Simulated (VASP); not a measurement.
# Al3BiO3 (P1) in VASP: relaxation of cell and atoms with PBE

Aim: the relaxation of cell and atoms of Al3BiO3 with PBE.

All numbers are computed with VASP 6.6.1; they aren't measurements. Logs are shortened: lines on timing, memory, paths and dates and some standing lists are left out, and cuts for length are marked.

**1. The cell of the first run**

The typed cell holds 7 atoms: a = 4.754 Å, b = 4.716 Å, c = 5.172 Å, α = 105.04°, β = 105.30°, γ = 99.96°.

**2. Relaxation of cell and atoms, PBE**

Contents of INCAR:

```
SYSTEM = Al3BiO3
ALGO = Normal
EDIFF = 1E-6
EDIFFG = -0.025
ENCUT = 600
GGA = PE
IBRION = 2
ISIF = 3
ISMEAR = 0
LASPH = .TRUE.
LCHARG = .FALSE.
LREAL = .FALSE.
LWAVE = .FALSE.
NELM = 80
NSW = 80
PREC = Accurate
SIGMA = 0.1
```

Contents of KPOINTS:

```
k-points
0
G
  4 4 4
  0 0 0
```

Contents of POSCAR:

```
Al3BiO3
1.0
    3.0594472082     -3.6384048685     -0.0429476798
    3.0298815226      3.6136620522     -0.0386106483
   -2.0415298451      0.0106634849      4.7524407705
Al Bi O
3 1 3
Direct
    0.6111367958      0.6354860170      0.1081436936
    0.7680636642      0.2978449610      0.5354106705
    0.2872488916      0.7391553103      0.5265641830
    0.1375125071      0.1370427923      0.9724393336
    0.5393774551      0.9465951108      0.3363498922
    0.8800158121      0.4899181920      0.3352271432
    0.6025049240      0.5798176665      0.7579731540
```

Potentials or basis: VASP PAW PBE potentials, release 64 (Al, Bi_d, O).

Command:

```
> cat potpaw_PBE.64/Al/POTCAR potpaw_PBE.64/Bi_d/POTCAR potpaw_PBE.64/O/POTCAR > POTCAR
> mpirun -np 1 vasp_std > vasp.out
```

OUTCAR:

```text
SYSTEM = Al3BiO3
   EDIFF = 1E-6
   EDIFFG = -0.025
   ENCUT = 600
   GGA = PE
   IBRION = 2
   ISIF = 3
   ISMEAR = 0
   LASPH = .TRUE.
   LREAL = .FALSE.
   NELM = 80
   NSW = 80
   PREC = Accurate

 ion  position               nearest neighbor table
   1  0.611  0.635  0.108-   7 1.75   5 1.77   6 1.85   4 2.75   3 2.96   2 3.06   2 3.15   3 3.20
                             3 3.24   2 3.32   4 3.48   4 3.61
   2  0.768  0.298  0.535-   6 1.67   5 1.70   7 1.94   4 2.83   3 2.96   1 3.06   1 3.15   3 3.16
                             1 3.32   3 3.35   4 3.39
   3  0.287  0.739  0.527-   6 1.93   5 2.02   7 2.04   4 2.90   2 2.96   1 2.96   2 3.16   1 3.20
                             1 3.24   4 3.28   2 3.35
   4  0.138  0.137  0.972-   1 2.75   5 2.75   2 2.83   6 2.84   3 2.90   3 3.28   2 3.39   1 3.48
                             1 3.61
   5  0.539  0.947  0.336-   2 1.70   1 1.77   3 2.02   4 2.75
   6  0.880  0.490  0.335-   2 1.67   1 1.85   3 1.93   4 2.84
   7  0.603  0.580  0.758-   1 1.75   2 1.94   3 2.04

  LATTYP: Found a triclinic cell.
 ALAT       =     4.7539511682
 B/A-ratio  =     1.5254949469
 C/A-ratio  =     1.0880198357
 COS(alpha) =     0.0042201917
 COS(beta)  =     0.2638894139
 COS(gamma) =     0.7679659254

  Lattice vectors:

 A1 = (   3.0594472082,  -3.6384048685,  -0.0429476798)
 A2 = (   0.0295656856,  -7.2520669207,  -0.0043370315)
 A3 = (   2.0415298451,  -0.0106634849,  -4.7524407705)

Analysis of symmetry for initial positions (statically):
=====================================================================
 Subroutine PRICEL returns:
 Original cell was already a primitive cell.

 Routine SETGRP: Setting up the symmetry group for a
 triclinic supercell.

 Subroutine GETGRP returns: Found  1 space group operations
 (whereof  1 operations were pure point group operations)
 out of a pool of  2 trial point group operations.

The static configuration has the point symmetry C_1 .

Analysis of symmetry for dynamics (positions and initial velocities):
=====================================================================
 Subroutine PRICEL returns:
 Original cell was already a primitive cell.

 Routine SETGRP: Setting up the symmetry group for a
 triclinic supercell.

 Subroutine GETGRP returns: Found  1 space group operations
 (whereof  1 operations were pure point group operations)
 out of a pool of  2 trial point group operations.

The dynamic configuration has the point symmetry C_1 .

 Subroutine INISYM returns: Found  1 space group operations
 (whereof  1 operations are pure point group operations),
 and found     1 'primitive' translations

----------------------------------------------------------------------------------------

                                     Primitive cell

  volume of cell :     104.3289

  direct lattice vectors                    reciprocal lattice vectors
     3.059447208 -3.638404868 -0.042947680     0.164615223 -0.137263083  0.071022578
     3.029881523  3.613662052 -0.038610648     0.165733984  0.138525006  0.070884358
    -2.041529845  0.010663485  4.752440770     0.002834110 -0.000115013  0.211635914

  length of vectors
     4.753951168  4.715954437  5.172393169     0.225795333  0.227335705  0.211654921

  position of ions in fractional coordinates (direct lattice)
     0.611136796  0.635486017  0.108143694
     0.768063664  0.297844961  0.535410670
     0.287248892  0.739155310  0.526564183
     0.137512507  0.137042792  0.972439334
     0.539377455  0.946595111  0.336349892
     0.880015812  0.489918192  0.335227143
     0.602504924  0.579817666  0.757973154

  ion indices of the primitive-cell ions
   primitive index   ion index
                 1           1
                 2           2
                 3           3
                 4           4
                 5           5
                 6           6
                 7           7

----------------------------------------------------------------------------------------

 KPOINTS: k-points

Automatic generation of k-mesh.
 Grid dimensions read from file:
 generate k-points for:    4    4    4

 Generating k-lattice:

  Cartesian coordinates                     Fractional coordinates (reciprocal lattice)
     0.041153806 -0.034315771  0.017755644     0.250000000  0.000000000 -0.000000000
     0.041433496  0.034631251  0.017721090    -0.000000000  0.250000000  0.000000000
     0.000708527 -0.000028753  0.052908978     0.000000000  0.000000000  0.250000000

  Length of vectors
     0.056448833  0.056833926  0.052913730

  Shift w.r.t. Gamma in fractional coordinates (k-lattice)
     0.000000000  0.000000000  0.000000000

 Subroutine IBZKPT returns following result:
 ===========================================

 Found     36 irreducible k-points:

 Following reciprocal coordinates:
            Coordinates               Weight
  0.000000  0.000000  0.000000      1.000000
  0.250000  0.000000 -0.000000      2.000000
  0.500000  0.000000 -0.000000      1.000000
 -0.000000  0.250000  0.000000      2.000000
  0.250000  0.250000  0.000000      2.000000
  0.500000  0.250000  0.000000      2.000000
[... 16 lines left out ...]
  0.000000 -0.250000  0.250000      2.000000
  0.250000 -0.250000  0.250000      2.000000
 [... further k-points ...]
   k-points           NKPTS =     36   k-points in BZ     NKDIM =     36   number of bands    NBANDS=     25
   number of dos      NEDOS =    301   number of ions     NIONS =      7
   total plane-waves  NPLWV =  67200
   dimension x,y,z NGX =    40 NGY =   40 NGZ =   42
   dimension x,y,z NGXF=    80 NGYF=   80 NGZF=   84
   ions per type =               3   1   3
   NGX,Y,Z   is equivalent  to a cutoff of  13.99, 14.10, 13.50 a.u.
   NGXF,Y,Z  is equivalent  to a cutoff of  27.98, 28.20, 27.00 a.u.
 SYSTEM =  Al3BiO3
   PREC   = accura    normal or accurate (medium, high low for compatibility)
   ISTART =      0    job   : 0-new  1-cont  2-samecut
   ICHARG =      2    charge: 1-file 2-atom 10-const
   ISPIN  =      1    spin polarized calculation?
   LNONCOLLINEAR =      F non collinear calculations
   LSORBIT =      F    spin-orbit coupling
   LASPH  =      T    aspherical Exc in radial PAW
   ENCUT  =  600.0 eV  44.10 Ry    6.64 a.u.   9.49  9.42 10.33*2*pi/ulx,y,z
   NELM   =     80;   NELMIN=  2; NELMDL= -5     # of ELM steps
   EDIFF  = 0.1E-05   stopping-criterion for ELM
   LREAL  =      F    real-space projection
   EDIFFG = -.3E-01   stopping-criterion for IOM
   NSW    =     80    number of steps for IOM
   IBRION =      2    ionic relax: 0-MD 1-quasi-New 2-CG
   NFREE  =      1    steps in history (QN), initial steepest desc. (CG)
   ISIF   =      3    stress and relaxation
   ISYM   =      2    0-nonsym 1-usesym 2-fastsym
   POTIM  = 0.5000    time-step for ionic-motion
   TEBEG  =    0.0;   TEEND  =   0.0 temperature during run
   PSTRESS=    0.0 pullay stress
   NELECT =      42.0000    total number of electrons
   NUPDOWN=      -1.0000    fix difference up-down
   EMIN   =  10.00;   EMAX   =-10.00  energy-range for DOS
   EFERMI =   0.00;   METHOD = LEGACY
   ISMEAR =     0;   SIGMA  =   0.10  broadening in eV -4-tet -1-fermi 0-gaus
   EFERMI_NEDOS =   21; number of points for ismear=-14 and -15
   IALGO  =     38    algorithm
   IMIX   =      4    mixing-type and parameters
     AMIX     =   0.40;   BMIX     =  1.00
     AMIX_MAG =   1.60;   BMIX_MAG =  1.00
  volume/ion in A,a.u.               =      14.90       100.58
  Fermi-wavevector in a.u.,A,eV,Ry     =   1.208805  2.284311 19.880974  1.461210
  Thomas-Fermi vector in A             =   2.344402
   LORBIT       =      0    0 simple, 1 ext, 2 COOP (PROOUT), +10 PAW based schemes
   GGA     = PE    functional components
   LHFCALC =     F    Hartree Fock is set to
   AEXX    =    0.0000 exact exchange contribution
   IVDW    =     0    specifies the selected vdW correction
   LEPSILON=     F    determine dielectric tensor
   LRPA    =     F    only Hartree local field effects (RPA)
 conjugate gradient relaxation of ions
 non-spin polarized calculation
 Gauss-broadening in eV      SIGMA  =   0.10
  energy-cutoff  :      600.00
  volume of cell :      104.33
 maximum number of plane-waves:      3501
 NGX is ok and might be reduce to    40
   NGX = 19   NGY = 19   NGZ = 21

--------------------------------------- Ionic step        1  -------------------------------------------

 number of electron      41.9999997 magnetization

 Free energy of the ion-electron system (eV)
  ---------------------------------------------------
  ext. energy  EPLUGINS =         0.00000000
  ---------------------------------------------------
  free energy    TOTEN  =       -41.74011697 eV

  energy without entropy =      -41.73983772  energy(sigma->0) =      -41.73997734

------------------------ aborting loop because EDIFF is reached ----------------------------------------

  FORCE on cell =-STRESS in cart. coord.  units (eV):
  Direction    XX          YY          ZZ          XY          YZ          ZX
  --------------------------------------------------------------------------------------
  -------------------------------------------------------------------------------------
  Total        7.9954682      1.7720803      1.9528396      0.5940864     -0.3630506      1.4458626
  in kB      122.7862726     27.2138084     29.9897247      9.1233751     -5.5753616     22.2040878
  external PRESSURE =      59.9966019 kB  Pullay stress =       0.0000000 kB
[... 69 lines left out ...]
--------------------------------------- Ionic step        3  -------------------------------------------

 number of electron      42.0000003 magnetization

 E-fermi :   6.3343     XC(G=0):  -9.9236

 val. band max:        6.0239110716   @ k =  -0.0000   0.2500   0.0000
 cond. band min:       6.6306398852   @ k =   0.0000   0.0000   0.0000
 fundamental gap:      0.6067288136
 Fermi energy:         6.3343130660

 k-point     1 :       0.0000    0.0000    0.0000
  band No.  band energies     occupation
      1     -15.3727      2.00000
      2     -15.3447      2.00000
      3     -15.3094      2.00000
      4     -15.3028      2.00000
      5     -15.2874      2.00000
      6     -14.1608      2.00000
[... 661 lines left out ...]
     24       9.7308      0.00000
     25      10.6685      0.00000

 [... further k-points ...]

------------------------ aborting loop because EDIFF is reached ----------------------------------------

  FORCE on cell =-STRESS in cart. coord.  units (eV):
  Direction    XX          YY          ZZ          XY          YZ          ZX
  --------------------------------------------------------------------------------------
  -------------------------------------------------------------------------------------
  Total       -3.2047387      0.6990904     -2.7554208     -0.5317585      0.1423660      1.3466358
  in kB      -46.6813443     10.1831954    -40.1364231     -7.7457798      2.0737525     19.6155678
  external PRESSURE =     -25.5448573 kB  Pullay stress =       0.0000000 kB
[... 22 lines left out ...]
  FREE ENERGIE OF THE ION-ELECTRON SYSTEM (eV)
  ---------------------------------------------------
  free  energy   TOTEN  =       -42.5665700909 eV

  energy  without entropy=      -42.5665698132  energy(sigma->0) =      -42.56656995

[... ionic steps 4 to 17 ...]

--------------------------------------- Ionic step       18  -------------------------------------------

 number of electron      41.9999999 magnetization

------------------------ aborting loop because EDIFF is reached ----------------------------------------
[... 77 lines left out ...]
--------------------------------------- Ionic step       20  -------------------------------------------

 number of electron      41.9999999 magnetization

 Free energy of the ion-electron system (eV)
  ---------------------------------------------------
  ext. energy  EPLUGINS =         0.00000000
  ---------------------------------------------------
  free energy    TOTEN  =       -42.98993533 eV

  energy without entropy =      -42.98993533  energy(sigma->0) =      -42.98993533

 E-fermi :   6.7032     XC(G=0): -10.0340

 val. band max:        6.2701478916   @ k =  -0.0000   0.2500   0.0000
 cond. band min:       7.1119656499   @ k =   0.0000   0.0000   0.0000
 fundamental gap:      0.8418177583
 Fermi energy:         6.7031855091

 k-point     1 :       0.0000    0.0000    0.0000
  band No.  band energies     occupation
      1     -15.0499      2.00000
      2     -15.0222      2.00000
      3     -15.0007      2.00000
      4     -14.9811      2.00000
      5     -14.9656      2.00000
      6     -14.1267      2.00000
[... 661 lines left out ...]
     24      10.1236      0.00000
     25      11.0709      0.00000

 [... further k-points ...]

------------------------ aborting loop because EDIFF is reached ----------------------------------------

  FORCE on cell =-STRESS in cart. coord.  units (eV):
  Direction    XX          YY          ZZ          XY          YZ          ZX
  --------------------------------------------------------------------------------------
  -------------------------------------------------------------------------------------
  Total       -0.0286853      0.0160097      0.0079767     -0.0192352     -0.0044519      0.0244954
  in kB       -0.4297104      0.2398286      0.1194931     -0.2881468     -0.0666896      0.3669453
  external PRESSURE =      -0.0234629 kB  Pullay stress =       0.0000000 kB
[... 22 lines left out ...]
  FREE ENERGIE OF THE ION-ELECTRON SYSTEM (eV)
  ---------------------------------------------------
  free  energy   TOTEN  =       -42.9899353321 eV

  energy  without entropy=      -42.9899353320  energy(sigma->0) =      -42.98993533

 reached required accuracy - stopping structural energy minimisation
```

Wall time 31 min (1 thread of Oxide Virtual Turin-like, shared host); peak memory 0.29 GiB.

What came out:

* Free energy: -42.9899 eV
* Relaxed volume: 15.28 Å³/atom
* Relaxed cell: a = 4.801 Å, b = 4.804 Å, c = 5.093 Å, α = 104.20°, β = 104.18°, γ = 99.95°
* Space group after relaxing (to 0.1 Å): Cm (No. 8)
* Energy gained by relaxing: 178.5 meV/atom
* Ionic steps: 20
* Pressure after relaxing: 0.0 GPa
* Largest force after relaxing: 0.017 eV/Å
* Band gap on the k mesh: 0.84 eV (least direct gap 0.96 eV)

Forces on the atoms (eV/Å):
```
Al   0.009  0.009 -0.005
Al   0.001  0.003 -0.007
Al  -0.004 -0.001  0.004
Bi   0.000  0.002 -0.006
O    0.001  0.004  0.002
O   -0.008 -0.009  0.012
O    0.001 -0.007  0.000
```

Step by step:
```tsv
step	energy change (eV)	largest force (eV/Å)	pressure (GPa)	volume (Å³)
1	0.0000	4.1621	6.00	104.33
2	-0.7127	1.6005	-4.33	112.91
3	-0.8265	1.2793	-2.55	109.99
4	-1.1255	0.7187	-0.75	107.61
5	-1.1495	0.7929	0.25	106.74
6	-1.2111	0.4298	0.46	106.60
7	-1.2116	0.4602	0.51	106.58
8	-1.2340	0.2685	-0.18	107.31
9	-1.2360	0.2315	-0.44	107.60
10	-1.2429	0.1549	0.10	107.11
11	-1.2431	0.1823	0.20	107.02
12	-1.2467	0.0961	0.05	107.13
13	-1.2471	0.1375	-0.01	107.18
14	-1.2486	0.0485	-0.11	107.20
15	-1.2487	0.0523	-0.13	107.21
16	-1.2493	0.0444	0.08	106.96
17	-1.2493	0.0456	0.08	106.96
18	-1.2496	0.0299	-0.03	107.01
19	-1.2496	0.0359	-0.05	107.02
20	-1.2498	0.0173	0.00	106.95
```

Final structure:
```
Al Bi O
1.0
     3.08732   -3.67643    0.02270
     3.08946    3.67861    0.02256
    -1.97549   -0.00075    4.69396
Al Bi O
3 1 3
Direct
  0.61416 0.61396 0.10225
  0.75880 0.30600 0.54836
  0.30599 0.75890 0.54815
  0.13172 0.13165 0.94914
  0.53699 0.91917 0.35247
  0.91920 0.53693 0.35243
  0.55901 0.55927 0.71932
```

Levels at points of the mesh, in eV from the valence-band top:
| k point | band 17 | band 18 | band 19 | band 20 | band 21 | band 22 | band 23 | band 24 | band 25 |
| --- | --- | --- | --- | --- | --- | --- | --- | --- | --- |
| (0.00, 0.00, 0.00) | -4.30 | -4.26 | -0.81 | -0.23 | -0.12 | 0.84 | 2.90 | 3.04 | 5.06 |
| (0.50, 0.00, 0.00) | -4.02 | -3.83 | -2.41 | -0.81 | -0.13 | 2.90 | 3.31 | 4.09 | 4.54 |
| (0.00, 0.50, 0.00) | -4.02 | -3.83 | -2.41 | -0.81 | -0.13 | 2.90 | 3.30 | 4.09 | 4.54 |
| (0.50, 0.50, 0.00) | -4.05 | -3.78 | -1.81 | -0.69 | -0.60 | 2.58 | 3.47 | 4.39 | 4.58 |
| (0.00, 0.00, 0.50) | -3.90 | -3.84 | -2.30 | -0.51 | -0.39 | 2.44 | 2.50 | 3.91 | 4.64 |
| (0.50, 0.00, 0.50) | -4.22 | -3.66 | -1.67 | -0.68 | -0.59 | 2.93 | 3.42 | 3.96 | 4.95 |
| (0.00, 0.50, 0.50) | -4.22 | -3.66 | -1.67 | -0.68 | -0.59 | 2.93 | 3.42 | 3.96 | 4.94 |
| (0.50, 0.50, 0.50) | -4.48 | -4.22 | -1.25 | -0.82 | -0.30 | 2.23 | 2.29 | 4.53 | 5.16 |

Caveat: spin-orbit coupling is left out, which moves the levels of the heavy elements.
